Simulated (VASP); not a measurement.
# Lu (Fm-3m) in VASP: single point with HSE06

Aim: the single point of Lu with HSE06.

Everything below comes from runs of VASP 6.6.1. Logs are shortened: lines on timing, memory, paths and dates and some standing lists are left out, and cuts for length are marked.

## (1) The cell of the first run

Symmetry: Fm-3m, No. 225, cubic system. The conventional cell has a = 4.883 Å, b = 4.883 Å, c = 4.883 Å, α = 90.00°, β = 90.00°, γ = 90.00°. Within 4.5 Å of Lu (site symmetry m-3m) lie 12 Lu at 3.45 Å.

This isn't the form of Lu at room conditions, which is hcp.

## (2) Single point, HSE06

File POSCAR:

```
Lu
1.0
    0.0000000000      2.4412811536      2.4412811536
    2.4412811536      0.0000000000      2.4412811536
    2.4412811536      2.4412811536      0.0000000000
Lu
1
Direct
    0.0000000000      0.0000000000      0.0000000000
```

File INCAR.step1:

```
SYSTEM = Lu
PREC = Accurate
ENCUT = 520
EDIFF = 1E-5
ISMEAR = -1
SIGMA = 0.1
LREAL = .FALSE.
LASPH = .TRUE.
NELM = 100
ALGO = Normal
ISIF = 2
LWAVE = .TRUE.
LCHARG = .FALSE.
GGA = PE
NBANDS = 18
```

File INCAR.step2:

```
SYSTEM = Lu
PREC = Accurate
ENCUT = 520
EDIFF = 1E-6
ISMEAR = -1
SIGMA = 0.1
LREAL = .FALSE.
LASPH = .TRUE.
NELM = 100
ALGO = Normal
ISIF = 2
LWAVE = .FALSE.
LCHARG = .FALSE.
GGA = PE
LHFCALC = .TRUE.
HFSCREEN = 0.2079
PRECFOCK = Normal
ISTART = 1
NBANDS = 18
```

File KPOINTS:

```
Automatic mesh
0
G
  6 6 6
  0 0 0
```

Potentials or basis: VASP PAW PBE potentials, release 64 (Lu).

The run is started by

```
$ cat potpaw_PBE.64/Lu/POTCAR > POTCAR
$ cp INCAR.step1 INCAR
$ mpirun -np 1 vasp_std > vasp.out
$ cp INCAR.step2 INCAR
$ mpirun -np 1 vasp_std > vasp.out
```

OUTCAR:

```text
SYSTEM = Lu
   PREC = Accurate
   ENCUT = 520
   EDIFF = 1E-6
   ISMEAR = -1
   LREAL = .FALSE.
   LASPH = .TRUE.
   NELM = 100
   ISIF = 2
   GGA = PE
   LHFCALC = .TRUE.
   HFSCREEN = 0.2079
   PRECFOCK = Normal
   ISTART = 1

 ion  position               nearest neighbor table
   1  0.000  0.000  0.000-

  LATTYP: Found a face centered cubic cell.
 ALAT       =     4.8825623072

  Lattice vectors:

 A1 = (   0.0000000000,   2.4412811536,   2.4412811536)
 A2 = (   2.4412811536,   0.0000000000,   2.4412811536)
 A3 = (   2.4412811536,   2.4412811536,   0.0000000000)

Analysis of symmetry for initial positions (statically):
=====================================================================
 Subroutine PRICEL returns:
 Original cell was already a primitive cell.

 Routine SETGRP: Setting up the symmetry group for a
 face centered cubic supercell.

 Subroutine GETGRP returns: Found 48 space group operations
 (whereof 48 operations were pure point group operations)
 out of a pool of 48 trial point group operations.

The static configuration has the point symmetry O_h .

Analysis of symmetry for dynamics (positions and initial velocities):
=====================================================================
 Subroutine PRICEL returns:
 Original cell was already a primitive cell.

 Routine SETGRP: Setting up the symmetry group for a
 face centered cubic supercell.

 Subroutine GETGRP returns: Found 48 space group operations
 (whereof 48 operations were pure point group operations)
 out of a pool of 48 trial point group operations.

The dynamic configuration has the point symmetry O_h .

 Subroutine INISYM returns: Found 48 space group operations
 (whereof 48 operations are pure point group operations),
 and found     1 'primitive' translations

----------------------------------------------------------------------------------------

                                     Primitive cell

  volume of cell :      29.0994

[... 72 lines left out ...]
   LNONCOLLINEAR =      F non collinear calculations
   LSORBIT =      F    spin-orbit coupling
   LASPH  =      T    aspherical Exc in radial PAW
   ENCUT  =  520.0 eV  38.22 Ry    6.18 a.u.   6.42  6.42  6.42*2*pi/ulx,y,z
   NELM   =    100;   NELMIN=  2; NELMDL=  0     # of ELM steps
   EDIFF  = 0.1E-05   stopping-criterion for ELM
   LREAL  =      F    real-space projection
   EDIFFG = 0.1E-04   stopping-criterion for IOM
   NSW    =      0    number of steps for IOM
   IBRION =     -1    ionic relax: 0-MD 1-quasi-New 2-CG
   NFREE  =      0    steps in history (QN), initial steepest desc. (CG)
   ISIF   =      2    stress and relaxation
   ISYM   =      3    0-nonsym 1-usesym 2-fastsym
   POTIM  = 0.5000    time-step for ionic-motion
   TEBEG  =    0.0;   TEEND  =   0.0 temperature during run
   PSTRESS=    0.0 pullay stress
   NELECT =      25.0000    total number of electrons
   NUPDOWN=      -1.0000    fix difference up-down
   EMIN   =  10.00;   EMAX   =-10.00  energy-range for DOS
   EFERMI =   0.00;   METHOD = LEGACY
   ISMEAR =    -1;   SIGMA  =   0.10  broadening in eV -4-tet -1-fermi 0-gaus
   EFERMI_NEDOS =   21; number of points for ismear=-14 and -15
   IALGO  =     38    algorithm
   IMIX   =      1    mixing-type and parameters
     AMIX     =   0.40;   BMIX     =  1.00
     AMIX_MAG =   1.60;   BMIX_MAG =  1.00
  volume/ion in A,a.u.               =      29.10       196.37
  Fermi-wavevector in a.u.,A,eV,Ry     =   1.556301  2.940983 32.954317  2.422074
  Thomas-Fermi vector in A             =   2.660117
   LORBIT       =      0    0 simple, 1 ext, 2 COOP (PROOUT), +10 PAW based schemes
   GGA     = PE    functional components
   LHFCALC =     T    Hartree Fock is set to
   PRECFOCK=normal    Normal, Fast or Accurate (Low or Medium for compatibility)
   ENCUT4O =  -1.0   cutoff for four orbital integrals eV
   NKREDX  =     1    reduce k-point grid by
   NKREDY  =     1    reduce k-point grid by
   NKREDZ  =     1    reduce k-point grid by
   AEXX    =    0.2500 exact exchange contribution
   HFSCREEN=    0.2079 screening length (either q_TF or 0.3 A-1)
   HFSCREENC=   0.2079 screening length for correlation (either q_TF or 0.3 A-1)
   ENCUTFOCK=  -1.0 apply spherical cutoff to Coloumb kernel
   IVDW    =     0    specifies the selected vdW correction
   LEPSILON=     F    determine dielectric tensor
   LRPA    =     F    only Hartree local field effects (RPA)
 non-spin polarized calculation
  energy-cutoff  :      520.00
  volume of cell :       29.10
 maximum number of plane-waves:       797
 NGX is ok and might be reduce to    28
  NGX = 20; NGY = 20; NGZ = 20

 number of electron      25.0000003 magnetization

 Free energy of the ion-electron system (eV)
  ---------------------------------------------------
  ext. energy  EPLUGINS =         0.00000000
  ---------------------------------------------------
  free energy    TOTEN  =        -4.90595370 eV

  energy without entropy =       -4.87373378  energy(sigma->0) =       -4.88984374

 E-fermi :   2.3472     XC(G=0):  -8.7696

 val. band max:        2.2480134350   @ k =   0.3333   0.3333   0.0000
 cond. band min:       2.3769681006   @ k =   0.5000   0.0000   0.0000
 fundamental gap:      0.1289546656
 Fermi energy:         2.3472221206

 k-point     1 :       0.0000    0.0000    0.0000
  band No.  band energies     occupation
      1     -57.1633      2.00000
      2     -26.2100      2.00000
      3     -26.2100      2.00000
      4     -26.2100      2.00000
      5      -5.7667      2.00000
      6      -5.7237      2.00000
[... 313 lines left out ...]
      5      -5.7215      2.00000
      6      -5.7160      2.00000
[... 10 lines left out ...]
     17      10.9295      0.00000
     18      10.9779      0.00000

------------------------ aborting loop because EDIFF is reached ----------------------------------------

  FORCE on cell =-STRESS in cart. coord.  units (eV):
  Direction    XX          YY          ZZ          XY          YZ          ZX
  --------------------------------------------------------------------------------------
  -------------------------------------------------------------------------------------
  Total        0.4981667      0.4981667      0.4981667     -0.0000000     -0.0000000     -0.0000000
  in kB       27.4284877     27.4284877     27.4284877     -0.0000000     -0.0000000     -0.0000000
  external PRESSURE =      27.4284877 kB  Pullay stress =       0.0000000 kB

 VOLUME and BASIS-vectors are now :
 -----------------------------------------------------------------------------
  energy-cutoff  :      520.00
  volume of cell :       29.10
      direct lattice vectors                 reciprocal lattice vectors
     0.000000000  2.441281154  2.441281154    -0.204810494  0.204810494  0.204810494
     2.441281154  0.000000000  2.441281154     0.204810494 -0.204810494  0.204810494
     2.441281154  2.441281154  0.000000000     0.204810494  0.204810494 -0.204810494

 POSITION                                       TOTAL-FORCE (eV/Angst)
 -----------------------------------------------------------------------------------
      0.00000      0.00000      0.00000         0.000000      0.000000      0.000000
 -----------------------------------------------------------------------------------
    total drift:                               -0.000002     -0.000001     -0.000001

  FREE ENERGIE OF THE ION-ELECTRON SYSTEM (eV)
  ---------------------------------------------------
  free  energy   TOTEN  =        -4.9059536973 eV

  energy  without entropy=       -4.8737337767  energy(sigma->0) =       -4.88984374
```

OUTCAR.step1:

```text
SYSTEM = Lu
   PREC = Accurate
   ENCUT = 520
   EDIFF = 1E-5
   ISMEAR = -1
   LREAL = .FALSE.
[... 543 lines left out ...]
 -----------------------------------------------------------------------------------
      0.00000      0.00000      0.00000        -0.000000     -0.000000      0.000000
 -----------------------------------------------------------------------------------
    total drift:                               -0.000000     -0.000000     -0.000000

  FREE ENERGIE OF THE ION-ELECTRON SYSTEM (eV)
  ---------------------------------------------------
  free  energy   TOTEN  =        -4.5178544631 eV

  energy  without entropy=       -4.4727974999  energy(sigma->0) =       -4.49532598
```

OSZICAR.step1:

```text
N       E                     dE             d eps       ncg     rms          rms(c)
DAV:   1     0.820941783615E+02    0.82094E+02   -0.10179E+04   696   0.457E+03
DAV:   2     0.126693928263E+01   -0.80827E+02   -0.79135E+02   612   0.375E+02
DAV:   3    -0.436900146383E+01   -0.56359E+01   -0.55991E+01   622   0.717E+01
DAV:   4    -0.459877492282E+01   -0.22977E+00   -0.22776E+00   846   0.119E+01
DAV:   5    -0.460348590767E+01   -0.47110E-02   -0.47081E-02   636   0.136E+00    0.339E+00
DAV:   6    -0.453627916872E+01    0.67207E-01   -0.19153E-01   900   0.704E+00    0.158E+00
DAV:   7    -0.451922812896E+01    0.17051E-01   -0.32124E-02   782   0.135E+00    0.312E-01
DAV:   8    -0.451771746589E+01    0.15107E-02   -0.42416E-03   916   0.679E-01    0.906E-02
DAV:   9    -0.451785463781E+01   -0.13717E-03   -0.42795E-04   698   0.244E-01    0.351E-02
DAV:  10    -0.451785446307E+01    0.17473E-06   -0.62365E-05   732   0.682E-02
   1 F= -.45178545E+01 E0= -.44953260E+01  d E =-.450570E-01
```

Wall time 57 min (1 thread of AMD EPYC 7R13 (Zen 3), shared host); peak memory 0.24 GiB.

What came out:

```yaml
Free_energy: -4.9060 eV
Pressure: 2.7 GPa
Band_gap_on_the_k_mesh: zero (an odd number of electrons rules out a gap without spin polarisation)
```

Caveat: the k points lie up to 0.37 Å⁻¹ apart, too coarse for converged energies and pressures of a metal; the PAW data sets were made with another functional, which shifts forces and pressure a little; spin-orbit coupling is left out, which moves the levels of the heavy elements.

The gap in the log of VASP goes by the Fermi energy; the results here count the filled bands.